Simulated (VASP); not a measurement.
# TiTe2: single point with PBE

TiTe2:

```
CELL_PARAMETERS angstrom
3.75165 0.00000 0.00000
-1.87583 3.24902 0.00000
0.00000 0.00000 6.45439
ATOMIC_POSITIONS crystal
Te 0.33333 0.66667 0.73720
Te 0.66667 0.33333 0.26280
Ti 0.00000 0.00000 0.00000
```

This cell differs from its parent crystal: volume scaled by 0.98.

* Program: VASP 6.6.1
* Task: single point
* Functional: PBE
* Potentials or basis: VASP PAW PBE potentials, release 64 (Te, Ti_sv)
* Cutoff: 520 eV
* k mesh: 8 × 8 × 4
* Occupations: fermi-dirac, width 0.05 eV
* Spin: no spin polarisation
* Dipole correction: no
* Further INCAR settings: ALGO = Normal; EDIFF = 1e-06; NBANDS = 19

The pressure is 2.3 GPa, the largest force is 0.198 eV/Å and the band gap on the k mesh is zero (band 12 reaches 7.46 eV, above the bottom of band 13 at 6.76 eV).

Forces on the atoms (eV/Å):
```
Te   0.000  0.000 -0.198
Te   0.000  0.000  0.198
Ti   0.000  0.000  0.000
```

Stress tensor (GPa, compression positive):
```
2.02 0.00 0.00
0.00 2.02 0.00
0.00 0.00 2.75
```

Levels at points of the mesh, in eV from the Fermi level:
```
           k point  band 10  band 11  band 12  band 13  band 14  band 15
(0.00, 0.00, 0.00)     0.36     0.41     0.41     0.63     1.14     1.14
(0.50, 0.00, 0.00)    -2.43    -1.77    -1.14     0.03     1.19     1.54
(0.00, 0.00, 0.50)    -1.62     0.40     0.40     0.81     0.81     1.08
(0.50, 0.00, 0.50)    -2.05    -0.96    -0.59    -0.28     1.19     1.51
```

Run time: 40 s on 1 thread of Intel Xeon 6975P-C, with other jobs on the host, peak memory 0.21 GiB.

Caveat: spin-orbit coupling is left out, which moves the levels of the heavy elements; this functional lacks dispersion, which binds the layers, so the pressure and a relaxed spacing across them are unreliable.
